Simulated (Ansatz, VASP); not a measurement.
## KIr3: VASP beside Ansatz

```
CELL_PARAMETERS angstrom
-2.68079 2.68079 2.68079
2.68079 -2.68079 2.68079
2.68079 2.68079 -2.68079
ATOMIC_POSITIONS crystal
K 0.00000 0.00000 0.00000
Ir 0.00000 0.50000 0.50000
Ir 0.50000 0.00000 0.50000
Ir 0.50000 0.50000 0.00000
```

Alike in both runs: task relaxation of cell and atoms; functional PBE; k mesh 12 × 12 × 12; occupations gaussian, width 0.1 eV; no spin polarisation.

|  | VASP | Ansatz |
| --- | --- | --- |
| version | VASP 6.6.1 | Ansatz 0.2.0 |
| potentials or method | VASP PAW PBE potentials, release 64 (K_sv, Ir), cutoff 600 eV | scalar-relativistic, plane waves, PAW |
| valence electrons in the cell | 36 | 60 |

|  | VASP | Ansatz | Ansatz less VASP |
| --- | --- | --- | --- |
| gap on the k mesh at the Fermi level, each at its own relaxed structure (eV) | none | none | - |
| relaxed volume (Å³/atom) | 19.51 | 19.43 | -0.077 |
| relaxed length of the cell vector where the two differ most in proportion (Å) | 4.662 | 4.656 | -0.0061 |

A gap of «none» marks a metal or a gap that the smearing closes. VASP's potentials hold 36 valence electrons a cell and Ansatz's 60, so a difference there can come from the potentials and not from the codes.

Neither program's run includes spin-orbit coupling.
